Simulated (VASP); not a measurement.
# Ag (Fm-3m) in VASP: a series of runs

Runs on Ag. Level: PBEsol. Tasks: single point, relaxation of cell and atoms.

Everything below comes from runs of VASP 6.6.1. Logs are shortened: lines on timing, memory, paths and dates and some standing lists are left out, and cuts for length are marked.

## 1. The cell of the first run

The structure is cubic, space group Fm-3m (No. 225). Conventional cell: a = 4.054 Å, b = 4.054 Å, c = 4.054 Å, α = 90.00°, β = 90.00°, γ = 90.00°. Ag (site symmetry m-3m) has 12 Ag at 2.87 Å within 3.8 Å.

## 2. Single point, PBEsol

INCAR

```
SYSTEM = Ag
ALGO = Normal
EDIFF = 1E-7
ENCUT = 520
GGA = PS
ISIF = 2
ISMEAR = -1
LASPH = .True.
LCHARG = .False.
LREAL = .False.
LWAVE = .False.
NBANDS = 12
NELM = 80
PREC = Accurate
SIGMA = 0.05
```

KPOINTS

```
k-points
0
Gamma
  20 20 20
  0 0 0
```

POSCAR

```
Ag
1.0
    0.0000000000      2.0271905986      2.0271905986
    2.0271905986      0.0000000000      2.0271905986
    2.0271905986      2.0271905986      0.0000000000
Ag
1
Direct
    0.0000000000      0.0000000000      0.0000000000
```

Potentials or basis: VASP PAW PBE potentials, release 64 (Ag).

Launch:

```console
$ cat potpaw_PBE.64/Ag/POTCAR > POTCAR
$ mpirun -np 1 vasp_std > vasp.out
```

OUTCAR:

```text
SYSTEM = Ag
   EDIFF = 1E-7
   ENCUT = 520
   GGA = PS
   ISIF = 2
   ISMEAR = -1
   LASPH = .True.
   LREAL = .False.
   NELM = 80
   PREC = Accurate

 ion  position               nearest neighbor table
   1  0.000  0.000  0.000-

  LATTYP: Found a face centered cubic cell.
 ALAT       =     4.0543811972

  Lattice vectors:

 A1 = (   0.0000000000,   2.0271905986,   2.0271905986)
 A2 = (   2.0271905986,   0.0000000000,   2.0271905986)
 A3 = (   2.0271905986,   2.0271905986,   0.0000000000)

Analysis of symmetry for initial positions (statically):
=====================================================================
 Subroutine PRICEL returns:
 Original cell was already a primitive cell.

 Routine SETGRP: Setting up the symmetry group for a
 face centered cubic supercell.

 Subroutine GETGRP returns: Found 48 space group operations
 (whereof 48 operations were pure point group operations)
 out of a pool of 48 trial point group operations.

The static configuration has the point symmetry O_h .

Analysis of symmetry for dynamics (positions and initial velocities):
=====================================================================
 Subroutine PRICEL returns:
 Original cell was already a primitive cell.

 Routine SETGRP: Setting up the symmetry group for a
 face centered cubic supercell.

 Subroutine GETGRP returns: Found 48 space group operations
 (whereof 48 operations were pure point group operations)
 out of a pool of 48 trial point group operations.

The dynamic configuration has the point symmetry O_h .

 Subroutine INISYM returns: Found 48 space group operations
 (whereof 48 operations are pure point group operations),
 and found     1 'primitive' translations

----------------------------------------------------------------------------------------

                                     Primitive cell

  volume of cell :      16.6615

  direct lattice vectors                    reciprocal lattice vectors
     0.000000000  2.027190599  2.027190599    -0.246646763  0.246646763  0.246646763
     2.027190599  0.000000000  2.027190599     0.246646763 -0.246646763  0.246646763
     2.027190599  2.027190599  0.000000000     0.246646763  0.246646763 -0.246646763

  length of vectors
     2.866880438  2.866880438  2.866880438     0.427204726  0.427204726  0.427204726

  position of ions in fractional coordinates (direct lattice)
     0.000000000  0.000000000  0.000000000

  ion indices of the primitive-cell ions
   primitive index   ion index
                 1           1

----------------------------------------------------------------------------------------

 KPOINTS: k-points

Automatic generation of k-mesh.
 Grid dimensions read from file:
 generate k-points for:   20   20   20

 Generating k-lattice:

  Cartesian coordinates                     Fractional coordinates (reciprocal lattice)
    -0.012332338  0.012332338  0.012332338     0.050000000  0.000000000  0.000000000
     0.012332338 -0.012332338  0.012332338     0.000000000  0.050000000  0.000000000
     0.012332338  0.012332338 -0.012332338     0.000000000  0.000000000  0.050000000

  Length of vectors
     0.021360236  0.021360236  0.021360236

  Shift w.r.t. Gamma in fractional coordinates (k-lattice)
     0.000000000  0.000000000  0.000000000

 Subroutine IBZKPT returns following result:
 ===========================================

 Found    256 irreducible k-points:

 Following reciprocal coordinates:
            Coordinates               Weight
  0.000000  0.000000  0.000000      1.000000
  0.050000  0.000000  0.000000      8.000000
  0.100000  0.000000  0.000000      8.000000
  0.150000  0.000000  0.000000      8.000000
  0.200000  0.000000  0.000000      8.000000
  0.250000  0.000000  0.000000      8.000000
[... 16 lines left out ...]
 -0.400000  0.050000  0.000000     24.000000
 -0.350000  0.050000  0.000000     24.000000
 [... further k-points ...]
   k-points           NKPTS =    256   k-points in BZ     NKDIM =    256   number of bands    NBANDS=     12
   number of dos      NEDOS =    301   number of ions     NIONS =      1
   total plane-waves  NPLWV =  13824
   dimension x,y,z NGX =    24 NGY =   24 NGZ =   24
   dimension x,y,z NGXF=    48 NGYF=   48 NGZF=   48
   ions per type =               1
   NGX,Y,Z   is equivalent  to a cutoff of  13.92, 13.92, 13.92 a.u.
   NGXF,Y,Z  is equivalent  to a cutoff of  27.83, 27.83, 27.83 a.u.
 SYSTEM =  Ag
   PREC   = accura    normal or accurate (medium, high low for compatibility)
   ISTART =      0    job   : 0-new  1-cont  2-samecut
   ICHARG =      2    charge: 1-file 2-atom 10-const
   ISPIN  =      1    spin polarized calculation?
   LNONCOLLINEAR =      F non collinear calculations
   LSORBIT =      F    spin-orbit coupling
   LASPH  =      T    aspherical Exc in radial PAW
   ENCUT  =  520.0 eV  38.22 Ry    6.18 a.u.   5.33  5.33  5.33*2*pi/ulx,y,z
   NELM   =     80;   NELMIN=  2; NELMDL= -5     # of ELM steps
   EDIFF  = 0.1E-06   stopping-criterion for ELM
   LREAL  =      F    real-space projection
   EDIFFG = 0.1E-05   stopping-criterion for IOM
   NSW    =      0    number of steps for IOM
   IBRION =     -1    ionic relax: 0-MD 1-quasi-New 2-CG
   NFREE  =      0    steps in history (QN), initial steepest desc. (CG)
   ISIF   =      2    stress and relaxation
   ISYM   =      2    0-nonsym 1-usesym 2-fastsym
   POTIM  = 0.5000    time-step for ionic-motion
   TEBEG  =    0.0;   TEEND  =   0.0 temperature during run
   PSTRESS=    0.0 pullay stress
   NELECT =      11.0000    total number of electrons
   NUPDOWN=      -1.0000    fix difference up-down
   EMIN   =  10.00;   EMAX   =-10.00  energy-range for DOS
   EFERMI =   0.00;   METHOD = LEGACY
   ISMEAR =    -1;   SIGMA  =   0.05  broadening in eV -4-tet -1-fermi 0-gaus
   EFERMI_NEDOS =   21; number of points for ismear=-14 and -15
   IALGO  =     38    algorithm
   IMIX   =      4    mixing-type and parameters
     AMIX     =   0.40;   BMIX     =  1.00
     AMIX_MAG =   1.60;   BMIX_MAG =  1.00
  volume/ion in A,a.u.               =      16.66       112.44
  Fermi-wavevector in a.u.,A,eV,Ry     =   1.425502  2.693808 27.647797  2.032056
  Thomas-Fermi vector in A             =   2.545879
   LORBIT       =      0    0 simple, 1 ext, 2 COOP (PROOUT), +10 PAW based schemes
   GGA     = PS    functional components
   LHFCALC =     F    Hartree Fock is set to
   AEXX    =    0.0000 exact exchange contribution
   IVDW    =     0    specifies the selected vdW correction
   LEPSILON=     F    determine dielectric tensor
   LRPA    =     F    only Hartree local field effects (RPA)
 non-spin polarized calculation
  energy-cutoff  :      520.00
  volume of cell :       16.66
 maximum number of plane-waves:       464
 NGX is ok and might be reduce to    24
   NGX = 11   NGY = 11   NGZ = 11

 number of electron      11.0000001 magnetization

 Free energy of the ion-electron system (eV)
  ---------------------------------------------------
  ext. energy  EPLUGINS =         0.00000000
  ---------------------------------------------------
  free energy    TOTEN  =        -3.31233450 eV

  energy without entropy =       -3.31069334  energy(sigma->0) =       -3.31151392

 E-fermi :   8.5410     XC(G=0): -12.5501

 val. band max:        8.5080069658   @ k =   0.5000   0.3500   0.1500
 cond. band min:       8.6033271354   @ k =   0.5000   0.1000   0.0000
 fundamental gap:      0.0953201696
 Fermi energy:         8.5410191733

 k-point     1 :       0.0000    0.0000    0.0000
  band No.  band energies     occupation
      1       0.5534      2.00000
      2       3.7014      2.00000
      3       3.7014      2.00000
      4       3.7014      2.00000
      5       4.7919      2.00000
      6       4.7919      2.00000
      7      24.5897      0.00000
      8      28.2990      0.00000
      9      28.2990      0.00000
     10      28.2990      0.00000
     11      33.1771      0.00000
     12      34.4574      0.00000

 k-point     2 :       0.0500    0.0000    0.0000
  band No.  band energies     occupation
      1       0.6334      2.00000
      2       3.6817      2.00000
      3       3.7244      2.00000
      4       3.7244      2.00000
      5       4.7827      2.00000
      6       4.7827      2.00000
      7      24.6172      0.00000
      8      27.5979      0.00000
      9      28.3387      0.00000
     10      28.3387      0.00000
     11      33.3766      0.00000
     12      34.3519      0.00000

 k-point     3 :       0.1000    0.0000    0.0000
  band No.  band energies     occupation
      1       0.8667      2.00000
      2       3.6323      2.00000
      3       3.7862      2.00000
      4       3.7862      2.00000
      5       4.7625      2.00000
      6       4.7625      2.00000
      7      24.5376      0.00000
      8      26.2645      0.00000
      9      28.4424      0.00000
     10      28.4424      0.00000
     11      32.6865      0.00000
     12      33.9995      0.00000
[... 286 lines left out ...]
 k-point    23 :      -0.4000    0.0500    0.0000
  band No.  band energies     occupation
      1       2.1072      2.00000
      2       3.6980      2.00000
      3       3.7478      2.00000
      4       5.3481      2.00000
      5       5.4415      2.00000
      6       7.1454      2.00000
      7      13.8261      0.00000
      8      23.9389      0.00000
      9      26.0510      0.00000
     10      27.1633      0.00000
     11      31.7221      0.00000
     12      32.0011      0.00000

 k-point    24 :      -0.3500    0.0500    0.0000
  band No.  band energies     occupation
      1       2.1579      2.00000
      2       3.7581      2.00000
      3       3.8013      2.00000
      4       5.0828      2.00000
      5       5.2539      2.00000
      6       6.1954      2.00000
      7      15.4803      0.00000
      8      24.1857      0.00000
      9      26.3126      0.00000
     10      27.9400      0.00000
     11      31.5384      0.00000
     12      31.7840      0.00000

 [... further k-points ...]

------------------------ aborting loop because EDIFF is reached ----------------------------------------

  FORCE on cell =-STRESS in cart. coord.  units (eV):
  Direction    XX          YY          ZZ          XY          YZ          ZX
  --------------------------------------------------------------------------------------
  -------------------------------------------------------------------------------------
  Total       -0.0235226     -0.0235226     -0.0235226      0.0000000     -0.0000000      0.0000000
  in kB       -2.2619499     -2.2619499     -2.2619499      0.0000000     -0.0000000      0.0000000
  external PRESSURE =      -2.2619499 kB  Pullay stress =       0.0000000 kB

 VOLUME and BASIS-vectors are now :
 -----------------------------------------------------------------------------
  energy-cutoff  :      520.00
  volume of cell :       16.66
      direct lattice vectors                 reciprocal lattice vectors
     0.000000000  2.027190599  2.027190599    -0.246646763  0.246646763  0.246646763
     2.027190599  0.000000000  2.027190599     0.246646763 -0.246646763  0.246646763
     2.027190599  2.027190599  0.000000000     0.246646763  0.246646763 -0.246646763

 POSITION                                       TOTAL-FORCE (eV/Angst)
 -----------------------------------------------------------------------------------
      0.00000      0.00000      0.00000         0.000000      0.000000      0.000000
 -----------------------------------------------------------------------------------
    total drift:                               -0.000000      0.000000     -0.000000

  FREE ENERGIE OF THE ION-ELECTRON SYSTEM (eV)
  ---------------------------------------------------
  free  energy   TOTEN  =        -3.3123344968 eV

  energy  without entropy=       -3.3106933370  energy(sigma->0) =       -3.31151392
```

Wall time 18 s (1 thread of Intel Xeon 6975P-C, shared host); peak memory 0.18 GiB.

Results:

* Free energy: -3.3123 eV
* Pressure: -0.2 GPa

Levels at points of the mesh, in eV from the Fermi level:
```csv
k point,band 3,band 4,band 5,band 6,band 7,band 8,band 9,band 10
"(0.00, 0.00, 0.00)",-4.84,-4.84,-3.75,-3.75,16.05,19.76,19.76,19.76
"(0.50, 0.00, 0.00)",-4.86,-2.92,-2.92,-0.51,3.73,15.29,18.06,18.06
"(0.50, 0.50, 0.00)",-2.95,-2.70,-2.70,1.53,6.91,10.73,10.73,17.46
```

Caveat: the PAW data sets were made with another functional, which shifts forces and pressure a little.

## 3. Relaxation of cell and atoms, PBEsol

This run uses another cell than the first one, of 17.05 Å³/atom, 1.023 times its volume.

INCAR

```
SYSTEM = Ag
PREC = Accurate
ENCUT = 600
EDIFF = 1E-7
ISMEAR = -1
SIGMA = 0.05
LREAL = .FALSE.
LASPH = .TRUE.
NELM = 100
ALGO = Normal
ISIF = 3
LWAVE = .FALSE.
LCHARG = .FALSE.
GGA = PS
IBRION = 2
NSW = 60
EDIFFG = -0.03
```

KPOINTS

```
regular mesh
0
G
  20 20 20
  0 0 0
```

POSCAR

```
Ag
1.0
    0.0000000000      2.0427500000      2.0427500000
    2.0427500000      0.0000000000      2.0427500000
    2.0427500000      2.0427500000      0.0000000000
Ag
1
Direct
    0.0000000000      0.0000000000      0.0000000000
```

Potentials or basis: VASP PAW PBE potentials, release 64 (Ag).

Launch:

```console
$ cat potpaw_PBE.64/Ag/POTCAR > POTCAR
$ mpirun -np 1 vasp_std > vasp.out
```

Wall time 39 s (1 thread of Intel Xeon 6975P-C, shared host); peak memory 0.19 GiB.

It converged, with:

* Free energy: -3.3127 eV
* Relaxed volume: 16.63 Å³/atom
* Relaxed cell: a = 2.865 Å, b = 2.865 Å, c = 2.865 Å, α = 60.00°, β = 60.00°, γ = 60.00°
* Space group after relaxing (to 0.05 Å): Fm-3m (No. 225)
* Energy gained by relaxing: 3.7 meV/atom
* Ionic steps: 3
* Pressure after relaxing: 0.0 GPa

Step by step:
```tsv
step	energy change (eV)	largest force (eV/Å)	pressure (GPa)	volume (Å³)
1	0.0000	0.0000	-2.77	17.05
2	-0.0017	0.0000	2.28	16.33
3	-0.0037	0.0000	0.00	16.63
```

Final structure:
```
Ag
1.0
     0.00000    2.02590    2.02590
     2.02590    0.00000    2.02590
     2.02590    2.02590    0.00000
Ag
1
Direct
  0.00000 0.00000 0.00000
```

Levels at points of the mesh, in eV from the Fermi level:
```csv
k point,band 4,band 5,band 6,band 7,band 8,band 9
"(0.00, 0.00, 0.00)",-4.85,-3.75,-3.75,16.05,19.77,19.77
"(0.50, 0.00, 0.00)",-2.92,-2.92,-0.51,3.74,15.29,18.08
"(0.50, 0.50, 0.00)",-2.70,-2.70,1.53,6.93,10.74,10.74
```

Caveat: the PAW data sets were made with another functional, which shifts forces and pressure a little.
